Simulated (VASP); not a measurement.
# Hf (Fd-3m) in VASP: notebook

Hf is run at these levels: LDA; tasks: relaxation of cell and atoms.

Everything below comes from runs of VASP 6.6.1. Logs are shortened: lines on timing, memory, paths and dates and some standing lists are left out, and cuts for length are marked.

### Step 1. The cell of the first run

It takes space group Fd-3m (No. 227, cubic). The conventional cell has a = 5.708 Å, b = 5.708 Å, c = 5.708 Å, α = 90.00°, β = 90.00°, γ = 90.00°. Within 3.3 Å of Hf (site symmetry -43m) lie 4 Hf at 2.47 Å.

This isn't the form of Hf at room conditions, which is hcp.

### Step 2. Relaxation of cell and atoms, LDA, target pressure 10 GPa, at which the enthalpy is minimised

INCAR

```
PREC = Accurate
ENCUT = 600
EDIFF = 1E-6
ISMEAR = -1
SIGMA = 0.1
LREAL = F
LASPH = T
NELM = 60
ALGO = Normal
ISIF = 3
LWAVE = F
LCHARG = F
IBRION = 2
NSW = 60
EDIFFG = -0.005
PSTRESS = 100.0
```

KPOINTS

```
Automatic mesh
0
Gamma
  12 12 12
```

POSCAR

```
Hf
1.0
    0.0000000000      2.8539189621      2.8539189621
    2.8539189621      0.0000000000      2.8539189621
    2.8539189621      2.8539189621      0.0000000000
Hf
2
Direct
   -0.1250000000     -0.1250000000     -0.1250000000
    0.1250000000      0.1250000000      0.1250000000
```

Potentials or basis: VASP PAW LDA potentials, release 64 (Hf_pv).

Launch:

```console
> cat potpaw_LDA.64/Hf_pv/POTCAR > POTCAR
> mpirun -np 1 vasp_std > vasp.out
```

OUTCAR:

```text
PREC = Accurate
   ENCUT = 600
   EDIFF = 1E-6
   ISMEAR = -1
   LREAL = F
   LASPH = T
   NELM = 60
   ISIF = 3
   IBRION = 2
   NSW = 60
   EDIFFG = -0.005
   PSTRESS = 100.0

 ion  position               nearest neighbor table
   1  0.875  0.875  0.875-   2 2.47   2 2.47   2 2.47   2 2.47
   2  0.125  0.125  0.125-   1 2.47   1 2.47   1 2.47   1 2.47

  LATTYP: Found a face centered cubic cell.
 ALAT       =     5.7078379242

  Lattice vectors:

 A1 = (   0.0000000000,   2.8539189621,   2.8539189621)
 A2 = (   2.8539189621,   0.0000000000,   2.8539189621)
 A3 = (   2.8539189621,   2.8539189621,   0.0000000000)

Analysis of symmetry for initial positions (statically):
=====================================================================
 Subroutine PRICEL returns:
 Original cell was already a primitive cell.

 Routine SETGRP: Setting up the symmetry group for a
 face centered cubic supercell.

 Subroutine GETGRP returns: Found 48 space group operations
 (whereof 12 operations were pure point group operations)
 out of a pool of 48 trial point group operations.

The static configuration has the point symmetry D_3d.
 The point group associated with its full space group is O_h .

Analysis of symmetry for dynamics (positions and initial velocities):
=====================================================================
 Subroutine PRICEL returns:
 Original cell was already a primitive cell.

 Routine SETGRP: Setting up the symmetry group for a
 face centered cubic supercell.

 Subroutine GETGRP returns: Found 48 space group operations
 (whereof 12 operations were pure point group operations)
 out of a pool of 48 trial point group operations.

The dynamic configuration has the point symmetry D_3d.
 The point group associated with its full space group is O_h .

 Subroutine INISYM returns: Found 48 space group operations
 (whereof 12 operations are pure point group operations),
 and found     1 'primitive' translations

----------------------------------------------------------------------------------------

                                     Primitive cell

  volume of cell :      46.4895

  direct lattice vectors                    reciprocal lattice vectors
     0.000000000  2.853918962  2.853918962    -0.175197687  0.175197687  0.175197687
     2.853918962  0.000000000  2.853918962     0.175197687 -0.175197687  0.175197687
     2.853918962  2.853918962  0.000000000     0.175197687  0.175197687 -0.175197687

  length of vectors
     4.036050902  4.036050902  4.036050902     0.303451295  0.303451295  0.303451295

  position of ions in fractional coordinates (direct lattice)
     0.875000000  0.875000000  0.875000000
     0.125000000  0.125000000  0.125000000

  ion indices of the primitive-cell ions
   primitive index   ion index
                 1           1
                 2           2

----------------------------------------------------------------------------------------

 KPOINTS: Automatic mesh

Automatic generation of k-mesh.
 Grid dimensions read from file:
 generate k-points for:   12   12   12

 Generating k-lattice:

  Cartesian coordinates                     Fractional coordinates (reciprocal lattice)
    -0.014599807  0.014599807  0.014599807     0.083333333  0.000000000  0.000000000
     0.014599807 -0.014599807  0.014599807     0.000000000  0.083333333  0.000000000
     0.014599807  0.014599807 -0.014599807     0.000000000  0.000000000  0.083333333

  Length of vectors
     0.025287608  0.025287608  0.025287608

  Shift w.r.t. Gamma in fractional coordinates (k-lattice)
     0.000000000  0.000000000  0.000000000

 Subroutine IBZKPT returns following result:
 ===========================================

 Found     72 irreducible k-points:

 Following reciprocal coordinates:
            Coordinates               Weight
  0.000000  0.000000  0.000000      1.000000
  0.083333  0.000000  0.000000      8.000000
  0.166667  0.000000  0.000000      8.000000
  0.250000  0.000000  0.000000      8.000000
  0.333333  0.000000  0.000000      8.000000
  0.416667  0.000000  0.000000      8.000000
[... 16 lines left out ...]
  0.500000  0.166667  0.000000     24.000000
 -0.416667  0.166667  0.000000     24.000000
 [... further k-points ...]
   k-points           NKPTS =     72   k-points in BZ     NKDIM =     72   number of bands    NBANDS=     14
   number of dos      NEDOS =    301   number of ions     NIONS =      2
   total plane-waves  NPLWV =  32768
   dimension x,y,z NGX =    32 NGY =   32 NGZ =   32
   dimension x,y,z NGXF=    64 NGYF=   64 NGZF=   64
   ions per type =               2
   NGX,Y,Z   is equivalent  to a cutoff of  13.18, 13.18, 13.18 a.u.
   NGXF,Y,Z  is equivalent  to a cutoff of  26.36, 26.36, 26.36 a.u.
 SYSTEM =  unknown system
   PREC   = accura    normal or accurate (medium, high low for compatibility)
   ISTART =      0    job   : 0-new  1-cont  2-samecut
   ICHARG =      2    charge: 1-file 2-atom 10-const
   ISPIN  =      1    spin polarized calculation?
   LNONCOLLINEAR =      F non collinear calculations
   LSORBIT =      F    spin-orbit coupling
   LASPH  =      T    aspherical Exc in radial PAW
   ENCUT  =  600.0 eV  44.10 Ry    6.64 a.u.   8.06  8.06  8.06*2*pi/ulx,y,z
   NELM   =     60;   NELMIN=  2; NELMDL= -5     # of ELM steps
   EDIFF  = 0.1E-05   stopping-criterion for ELM
   LREAL  =      F    real-space projection
   EDIFFG = -.5E-02   stopping-criterion for IOM
   NSW    =     60    number of steps for IOM
   IBRION =      2    ionic relax: 0-MD 1-quasi-New 2-CG
   NFREE  =      1    steps in history (QN), initial steepest desc. (CG)
   ISIF   =      3    stress and relaxation
   ISYM   =      2    0-nonsym 1-usesym 2-fastsym
   POTIM  = 0.5000    time-step for ionic-motion
   TEBEG  =    0.0;   TEEND  =   0.0 temperature during run
   PSTRESS=  100.0 pullay stress
   NELECT =      20.0000    total number of electrons
   NUPDOWN=      -1.0000    fix difference up-down
   EMIN   =  10.00;   EMAX   =-10.00  energy-range for DOS
   EFERMI =   0.00;   METHOD = LEGACY
   ISMEAR =    -1;   SIGMA  =   0.10  broadening in eV -4-tet -1-fermi 0-gaus
   EFERMI_NEDOS =   21; number of points for ismear=-14 and -15
   IALGO  =     38    algorithm
   IMIX   =      4    mixing-type and parameters
     AMIX     =   0.40;   BMIX     =  1.00
     AMIX_MAG =   1.60;   BMIX_MAG =  1.00
  volume/ion in A,a.u.               =      23.24       156.86
  Fermi-wavevector in a.u.,A,eV,Ry     =   1.235852  2.335422 20.780594  1.527331
  Thomas-Fermi vector in A             =   2.370485
   LORBIT       =      0    0 simple, 1 ext, 2 COOP (PROOUT), +10 PAW based schemes
   GGA     = CA    functional components
   LHFCALC =     F    Hartree Fock is set to
   AEXX    =    0.0000 exact exchange contribution
   IVDW    =     0    specifies the selected vdW correction
   LEPSILON=     F    determine dielectric tensor
   LRPA    =     F    only Hartree local field effects (RPA)
 conjugate gradient relaxation of ions
 non-spin polarized calculation
  energy-cutoff  :      600.00
  volume of cell :       46.49
 maximum number of plane-waves:      1572
   NGX = 17   NGY = 17   NGZ = 17

--------------------------------------- Ionic step        1  -------------------------------------------

 number of electron      19.9999999 magnetization

 Free energy of the ion-electron system (eV)
  ---------------------------------------------------
  ext. energy  EPLUGINS =         0.00000000
  ---------------------------------------------------
  free energy    TOTEN  =       -15.55688028 eV

  energy without entropy =      -15.47233544  energy(sigma->0) =      -15.51460786

------------------------ aborting loop because EDIFF is reached ----------------------------------------

  FORCE on cell =-STRESS in cart. coord.  units (eV):
  Direction    XX          YY          ZZ          XY          YZ          ZX
  --------------------------------------------------------------------------------------
  -------------------------------------------------------------------------------------
  Total        4.1829509      4.1829509      4.1829509     -0.0000000     -0.0000000      0.0000000
  in kB      144.1578997    144.1578997    144.1578997     -0.0000000     -0.0000000      0.0000000
  external PRESSURE =      44.1578997 kB  Pullay stress =     100.0000000 kB

 VOLUME and BASIS-vectors are now :
 -----------------------------------------------------------------------------
  energy-cutoff  :      600.00
  volume of cell :       46.49
      direct lattice vectors                 reciprocal lattice vectors
     0.000000000  2.853918962  2.853918962    -0.175197687  0.175197687  0.175197687
     2.853918962  0.000000000  2.853918962     0.175197687 -0.175197687  0.175197687
     2.853918962  2.853918962  0.000000000     0.175197687  0.175197687 -0.175197687
[... 46 lines left out ...]
  FREE ENERGIE OF THE ION-ELECTRON SYSTEM (eV)
  ---------------------------------------------------
  free  energy   TOTEN  =       -15.8440387998 eV

  energy  without entropy=      -15.7333366626  energy(sigma->0) =      -15.78868773

  enthalpy is  TOTEN    =       -12.6649509645 eV   P V=        3.1790878353

--------------------------------------- Ionic step        3  -------------------------------------------

 number of electron      20.0000001 magnetization

 Free energy of the ion-electron system (eV)
  ---------------------------------------------------
  ext. energy  EPLUGINS =         0.00000000
  ---------------------------------------------------
  free energy    TOTEN  =       -15.73311283 eV

  energy without entropy =      -15.63448150  energy(sigma->0) =      -15.68379717

 E-fermi :   3.5279     XC(G=0): -10.7463

 val. band max:        3.5095751665   @ k =   0.5000   0.4167   0.0833
 cond. band min:       3.5341794905   @ k =   0.5000   0.5000   0.0000
 fundamental gap:      0.0246043240
 Fermi energy:         3.5278811972

 k-point     1 :       0.0000    0.0000    0.0000
  band No.  band energies     occupation
      1     -27.5253      2.00000
      2     -27.5253      2.00000
      3     -27.5253      2.00000
      4     -26.0447      2.00000
      5     -26.0447      2.00000
      6     -26.0447      2.00000
      7      -2.4190      2.00000
      8       2.3128      1.99999
      9       2.3128      1.99999
     10       3.6814      0.35451
     11       3.6814      0.35451
     12       3.6814      0.35451
     13       6.2744      0.00000
     14       6.2744      0.00000

 k-point     2 :       0.0833    0.0000    0.0000
  band No.  band energies     occupation
      1     -27.5387      2.00000
      2     -27.5387      2.00000
      3     -27.5262      2.00000
      4     -26.0452      2.00000
      5     -26.0294      2.00000
      6     -26.0294      2.00000
      7      -2.2805      2.00000
      8       2.2364      2.00000
      9       2.2364      2.00000
     10       3.6478      0.46325
[... 362 lines left out ...]
 k-point    24 :      -0.4167    0.1667    0.0000
  band No.  band energies     occupation
      1     -27.8463      2.00000
      2     -27.7364      2.00000
      3     -27.3304      2.00000
      4     -26.2548      2.00000
      5     -25.8004      2.00000
      6     -25.6991      2.00000
      7       0.8585      2.00000
      8       1.4728      2.00000
      9       2.2053      2.00000
     10       2.2956      1.99999
     11       3.8282      0.09455
     12       4.1148      0.00563
     13       4.9802      0.00000
     14       7.0580      0.00000

 [... further k-points ...]
[... 5 lines left out ...]
  --------------------------------------------------------------------------------------
  -------------------------------------------------------------------------------------
  Total        3.0403741      3.0403741      3.0403741      0.0000000      0.0000000     -0.0000000
  in kB       99.7662336     99.7662336     99.7662336      0.0000000      0.0000000     -0.0000000
  external PRESSURE =      -0.2337664 kB  Pullay stress =     100.0000000 kB

 VOLUME and BASIS-vectors are now :
 -----------------------------------------------------------------------------
  energy-cutoff  :      600.00
  volume of cell :       48.83
      direct lattice vectors                 reciprocal lattice vectors
     0.000000000  2.900957358  2.900957358    -0.172356894  0.172356894  0.172356894
     2.900957358  0.000000000  2.900957358     0.172356894 -0.172356894  0.172356894
     2.900957358  2.900957358  0.000000000     0.172356894  0.172356894 -0.172356894

 POSITION                                       TOTAL-FORCE (eV/Angst)
 -----------------------------------------------------------------------------------
      5.07668      5.07668      5.07668        -0.000000     -0.000000     -0.000000
      0.72524      0.72524      0.72524         0.000000      0.000000      0.000000
 -----------------------------------------------------------------------------------
    total drift:                                0.000000      0.000000     -0.000000

  FREE ENERGIE OF THE ION-ELECTRON SYSTEM (eV)
  ---------------------------------------------------
  free  energy   TOTEN  =       -15.7331128334 eV

  energy  without entropy=      -15.6344814981  energy(sigma->0) =      -15.68379717

  enthalpy is  TOTEN    =       -12.6856147003 eV   P V=        3.0474981331

 reached required accuracy - stopping structural energy minimisation
```

It took 2.1 min on 1 thread of Intel Xeon 8259CL, shared host; peak memory 0.2 GiB.

What came out:

```
Free energy                                                : -15.7331 eV
Relaxed volume                                             : 24.41 Å³/atom
Relaxed cell                                               : a = 4.103 Å, b = 4.103 Å, c = 4.103 Å, α = 60.00°, β = 60.00°, γ = 60.00°
Space group after relaxing (to 0.1 Å)                      : Fd-3m (No. 227)
Energy change on relaxing (the run minimises the enthalpy) : -88.1 meV/atom
Ionic steps                                                : 3
Pressure after relaxing                                    : 10.0 GPa
Band gap on the k mesh                                     : zero (bands 10 and 11 overlap by 0.35 eV)
```

The path:
| step | energy change (eV) | largest force (eV/Å) | pressure (GPa) | volume (Å³) |
| --- | --- | --- | --- | --- |
| 1 | 0.0000 | 0.0000 | 14.42 | 46.49 |
| 2 | -0.2872 | 0.0000 | 7.02 | 50.93 |
| 3 | -0.1762 | 0.0000 | 9.98 | 48.83 |

Final structure:
```xyz
2
Lattice="0.0000 2.9010 2.9010 2.9010 0.0000 2.9010 2.9010 2.9010 0.0000" Properties=species:S:1:pos:R:3 pbc="T T T"
Hf    5.0767    5.0767    5.0767
Hf    0.7252    0.7252    0.7252
```

Caveat: the cell is relaxed towards a set pressure, so the run minimises the enthalpy, not the energy; spin-orbit coupling is left out, which moves the levels of the heavy elements.

### Step 3. Relaxation of cell and atoms, LDA, target pressure 10 GPa, at which the enthalpy is minimised

This run uses another cell than the first one, of 24.58 Å³/atom.

INCAR

```
  ALGO = Normal
  EDIFF = 1E-6
  EDIFFG = -0.005
  ENCUT = 600
  IBRION = 2
  ISIF = 3
  ISMEAR = -1
  LASPH = True
  LCHARG = False
  LREAL = False
  LWAVE = False
  NELM = 80
  NSW = 32
  PREC = Accurate
  PSTRESS = 100.0
  SIGMA = 0.1
```

KPOINTS

```
k-points
0
Gamma
  12 12 12
```

POSCAR

```
Hf
1.0
    0.0000000000      2.9076211571      2.9076211571
    2.9076211571      0.0000000000      2.9076211571
    2.9076211571      2.9076211571      0.0000000000
Hf
2
Direct
   -0.1250000000     -0.1250000000     -0.1250000000
    0.1250000000      0.1250000000      0.1250000000
```

Potentials or basis: VASP PAW LDA potentials, release 64 (Hf_pv).

Launch:

```console
> cat potpaw_LDA.64/Hf_pv/POTCAR > POTCAR
> mpirun -np 1 vasp_std > vasp.out
```

Wall time 2.3 min (1 thread of Intel Xeon 8259CL, shared host); peak memory 0.21 GiB.

Results (log left out):

| Item | Value |
| --- | --- |
| Free energy | -15.7327 eV |
| Relaxed volume | 24.41 Å³/atom |
| Relaxed cell | a = 4.102 Å, b = 4.102 Å, c = 4.102 Å, α = 60.00°, β = 60.00°, γ = 60.00° |
| Space group after relaxing (to 0.1 Å) | Fd-3m (No. 227) |
| Energy change on relaxing (the run minimises the enthalpy) | +10.5 meV/atom |
| Ionic steps | 3 |
| Pressure after relaxing | 10.0 GPa |
| Band gap on the k mesh | zero (bands 10 and 11 overlap by 0.35 eV) |

Step by step:
```tsv
step	energy change (eV)	largest force (eV/Å)	pressure (GPa)	volume (Å³)
1	0.0000	0.0000	9.43	49.16
2	0.0382	0.0000	10.44	48.55
3	0.0211	0.0000	10.00	48.82
```

Final structure:
```
Hf
1.0
     0.00000    2.90075    2.90075
     2.90075    0.00000    2.90075
     2.90075    2.90075    0.00000
Hf
2
Direct
  0.87500 0.87500 0.87500
  0.12500 0.12500 0.12500
```

Levels at points of the mesh, in eV from the Fermi level:
| k point | band 7 | band 8 | band 9 | band 10 | band 11 | band 12 | band 13 | band 14 |
| --- | --- | --- | --- | --- | --- | --- | --- | --- |
| (0.00, 0.00, 0.00) | -5.95 | -1.22 | -1.22 | 0.15 | 0.15 | 0.15 | 2.75 | 2.75 |
| (0.50, 0.00, 0.00) | -2.93 | -1.67 | -1.09 | -1.09 | -0.10 | -0.10 | 0.74 | 4.40 |
| (0.50, 0.50, 0.00) | -2.54 | -2.54 | -0.18 | -0.18 | 0.01 | 0.01 | 2.27 | 2.27 |

Caveat: the cell is relaxed towards a set pressure, so the run minimises the enthalpy, not the energy; spin-orbit coupling is left out, which moves the levels of the heavy elements.
